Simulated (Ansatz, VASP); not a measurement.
This is a calculation of Hf for VASP 6.6.1.

Contents of INCAR:

```
SYSTEM = Hf
PREC = Accurate
ENCUT = 520
EDIFF = 1E-7
ISMEAR = -1
SIGMA = 0.05
LREAL = .False.
LASPH = .True.
NELM = 80
ALGO = Normal
ISIF = 2
LWAVE = .False.
LCHARG = .False.
GGA = PS
NBANDS = 11
```

KPOINTS

```
Automatic mesh
0
Gamma
  10 10 10
  0 0 0
```

POSCAR

```
Hf
1.0
   -0.0434730000      2.2074770000      2.2133560000
    2.1627620000     -0.0426750000      2.2125580000
    2.1720080000      2.2159250000     -0.0519210000
Hf
1
Direct
    0.0019310000     -0.0112190000     -0.0034220000
```

Potentials or basis: VASP PAW PBE potentials, release 64 (Hf_pv).

Command:

```bash
$ cat potpaw_PBE.64/Hf_pv/POTCAR > POTCAR
$ mpirun -np 1 vasp_std > vasp.out
```

**Question.** Translate it to Ansatz 0.2.0. Potentials there: all-electron LAPW, scalar-relativistic.

**Answer.** As run (the cutoff follows the program's own potentials):

input.yaml

```yaml
crystal:
  lattice:
    - [-0.043473, 2.207477, 2.213356]
    - [2.162762, -0.042675, 2.212558]
    - [2.172008, 2.215925, -0.051921]
  atoms:
    - { symbol: Hf, position: [0.001931, -0.011219, -0.003422] }
kpoints:
  mp_grid: { grid: [10, 10, 10] }
scf:
  occupations: { method: fermi_dirac, width: 0.05 }
hamiltonian:
  xc: pbesol
  pseudopotentials: { kind: all_electron, lapw: { basis_error: 0.001 } }
output:
  forces: true
  stress: true
  eigenvalues: true
  populations: true
```

Potentials or basis: all-electron LAPW, scalar-relativistic.

The run is started by

```console
$ ansatz run input.yaml --threads 1 --pin off --max-ram 3072MiB --backend cpu --events-out ev --progress --plain --runs-dir out
```

Both were run:

|  | VASP | Ansatz | Ansatz less VASP |
| --- | --- | --- | --- |
| gap on the k mesh at the Fermi level (eV) | none | none | - |
| pressure (GPa) | -2.0 | -1.6 | +0.42 |
| traceless stress, the component that is largest in VASP (GPa) | 1.74 | 1.73 | -0.005 |

VASP's potentials were made for PBE, not for PBEsol. A gap of «none» marks a metal or a gap that the smearing closes. Ansatz ran all-electron here, and VASP with PAW potentials.

Spin-orbit coupling is off throughout.
